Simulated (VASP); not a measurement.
# BiTe in VASP: a series of runs, part 2 of 2

VASP 6.6.1. The steps go on from the part before.

### 4 Single point, PBE

This run uses another cell than the first one: it holds 12 atoms, not 4.

File INCAR:

```
SYSTEM = BiTe
ALGO     = Normal         ! electronic algorithm
EDIFF    = 1E-6           ! SCF threshold, eV
ENCUT    = 520            ! plane-wave cutoff, eV
GGA      = PE             ! functional
ISIF     = 2              ! what is computed and relaxed
ISMEAR   = 0              ! smearing method
LASPH    = .TRUE.         ! aspherical terms in the spheres
LCHARG   = .FALSE.        ! write CHGCAR
LREAL    = .FALSE.        ! projectors in reciprocal space
LWAVE    = .FALSE.        ! write WAVECAR
NBANDS   = 75             ! bands
NELM     = 60             ! most SCF steps
PREC     = Accurate       ! precision mode
SIGMA    = 0.05           ! smearing width, eV
```

File KPOINTS:

```
k-points
0
G
  1 1 9
  0 0 0
```

File POSCAR:

```
BiTe
1.0
   12.3000000000      0.0000000000      0.0000000000
    0.0000000000     15.8000000000      0.0000000000
    0.0000000000      0.0000000000      6.5023883284
Bi Te
6 6
Direct
    0.6321623644      0.5000000000      0.0000000000
    0.6321623644      0.2942282175      0.5000000000
    0.6321623644      0.7057717825      0.5000000000
    0.3678376356      0.5000000000      0.5000000000
    0.3678376356      0.2942282175      0.0000000000
    0.3678376356      0.7057717825      0.0000000000
    0.3678376356      0.5000000000      0.0000000000
    0.3678376356      0.2942282175      0.5000000000
    0.3678376356      0.7057717825      0.5000000000
    0.6321623644      0.5000000000      0.5000000000
    0.6321623644      0.2942282175      0.0000000000
    0.6321623644      0.7057717825      0.0000000000
```

Potentials or basis: VASP PAW PBE potentials, release 64 (Bi_d, Te).

On the command line:

```
$ cat potpaw_PBE.64/Bi_d/POTCAR potpaw_PBE.64/Te/POTCAR > POTCAR
$ mpirun -np 1 vasp_std > vasp.out
```

OUTCAR:

```text
SYSTEM = BiTe
   EDIFF = 1E-6
   ENCUT = 520
   GGA = PE
   ISIF = 2
   ISMEAR = 0
   LASPH = .TRUE.
   LREAL = .FALSE.
   NELM = 60
   PREC = Accurate

 ion  position               nearest neighbor table
   1  0.632  0.500  0.000-  11 3.25  12 3.25  10 3.25  10 3.25   7 3.25
   2  0.632  0.294  0.500-  10 3.25  11 3.25  11 3.25   8 3.25
   3  0.632  0.706  0.500-  10 3.25  12 3.25  12 3.25   9 3.25
   4  0.368  0.500  0.500-   8 3.25   9 3.25   7 3.25   7 3.25  10 3.25
   5  0.368  0.294  0.000-   7 3.25   8 3.25   8 3.25  11 3.25
   6  0.368  0.706  0.000-   7 3.25   9 3.25   9 3.25  12 3.25
[... 604 lines left out ...]
  energy-cutoff  :      520.00
  volume of cell :     1263.67
      direct lattice vectors                 reciprocal lattice vectors
    12.300000000  0.000000000  0.000000000     0.081300813  0.000000000  0.000000000
     0.000000000 15.800000000  0.000000000     0.000000000  0.063291139  0.000000000
     0.000000000  0.000000000  6.502388328     0.000000000  0.000000000  0.153789646

 POSITION                                       TOTAL-FORCE (eV/Angst)
 -----------------------------------------------------------------------------------
      7.77560      7.90000      0.00000        -0.138084      0.000000     -0.000000
      7.77560      4.64881      3.25119        -0.809675      0.324754     -0.000000
      7.77560     11.15119      3.25119        -0.809675     -0.324754     -0.000000
      4.52440      7.90000      3.25119         0.138084      0.000000     -0.000000
      4.52440      4.64881      0.00000         0.809675      0.324754     -0.000000
      4.52440     11.15119      0.00000         0.809675     -0.324754      0.000000
      4.52440      7.90000      0.00000         0.346438      0.000000     -0.000000
      4.52440      4.64881      3.25119         0.912339      0.349966     -0.000000
      4.52440     11.15119      3.25119         0.912339     -0.349966     -0.000000
      7.77560      7.90000      3.25119        -0.346438      0.000000     -0.000000
      7.77560      4.64881      0.00000        -0.912339      0.349966     -0.000000
      7.77560     11.15119      0.00000        -0.912339     -0.349966     -0.000000
 -----------------------------------------------------------------------------------
    total drift:                                0.000000      0.000000     -0.000000

  FREE ENERGIE OF THE ION-ELECTRON SYSTEM (eV)
  ---------------------------------------------------
  free  energy   TOTEN  =       -39.9190320241 eV

  energy  without entropy=      -39.8989461810  energy(sigma->0) =      -39.90898910
```

OSZICAR:

```text
N       E                     dE             d eps       ncg     rms          rms(c)
DAV:   1     0.109894735614E+04    0.10989E+04   -0.52256E+04   926   0.132E+03
DAV:   2     0.681310934679E+02   -0.10308E+04   -0.10131E+04   928   0.318E+02
DAV:   3    -0.355919571311E+02   -0.10372E+03   -0.10266E+03   900   0.121E+02
[... 13 lines left out ...]
DAV:  17    -0.399189782235E+02   -0.78950E-04   -0.10906E-05   598   0.101E-02    0.570E-03
DAV:  18    -0.399190141521E+02   -0.35929E-04   -0.41454E-06   587   0.639E-03    0.249E-03
DAV:  19    -0.399190299099E+02   -0.15758E-04   -0.26455E-06   628   0.341E-03    0.249E-03
DAV:  20    -0.399190317513E+02   -0.18414E-05   -0.40252E-07   526   0.145E-03    0.131E-03
DAV:  21    -0.399190320241E+02   -0.27277E-06   -0.11568E-07   468   0.931E-04
   1 F= -.39919032E+02 E0= -.39908989E+02  d E =-.200858E-01
```

stdout:

```text
POSCAR found type information on POSCAR BiTe
 POSCAR found :  2 types and      12 ions
 scaLAPACK will be used
 LDA part: xc-table for (Slater+PW92), standard interpolation
 POSCAR, INCAR and KPOINTS ok, starting setup
 FFT: planning ... GRIDC
 FFT: planning ... GRID_SOFT
 FFT: planning ... GRID
 WAVECAR not read
 entering main loop
```

Run time: 21 min. Hardware: 1 thread of Intel Xeon Platinum 8259CL at 2.50GHz (Skylake/Cascade Lake), shared host; peak memory 1.1 GiB.

Results:

* Free energy: -39.9190 eV
* Largest force: 0.977 eV/Å
* Band gap on the k mesh: zero (band 63 reaches -0.56 eV, above the bottom of band 64 at -0.85 eV)

Forces in eV/Å, atoms in the order of the input:
```
Bi  -0.138  0.000  0.000
Bi  -0.810  0.325  0.000
Bi  -0.810 -0.325  0.000
Bi   0.138  0.000  0.000
Bi   0.810  0.325  0.000
Bi   0.810 -0.325  0.000
Te   0.346  0.000  0.000
Te   0.912  0.350  0.000
Te   0.912 -0.350  0.000
Te  -0.346  0.000  0.000
Te  -0.912  0.350  0.000
Te  -0.912 -0.350  0.000
```

Caveat: spin-orbit coupling is left out, which moves the levels of the heavy elements.

### 5 The runs side by side

```csv
spin,cell,k mesh,gap on the mesh (eV),largest force (eV/Å)
"collinear, ferromagnetic start","a = 12.100, b = 9.300, c = 5.852 Å, 4 atoms",1 × 1 × 11,none,0.88
off,"a = 12.300, b = 15.800, c = 6.481 Å, 12 atoms",1 × 1 × 9,none,0.01
off,"a = 12.300, b = 15.800, c = 6.502 Å, 12 atoms",1 × 1 × 9,none,0.98
```

Alike in all rows: task single point; level PBE; potentials or basis VASP PAW PBE potentials, release 64 (Bi_d, Te); cutoff (eV) 520; smearing gaussian 0.05 eV.

Caveats: spin-orbit coupling is left out, which moves the levels of the heavy elements.

Absolute energies hang on the potentials; compare differences alone.
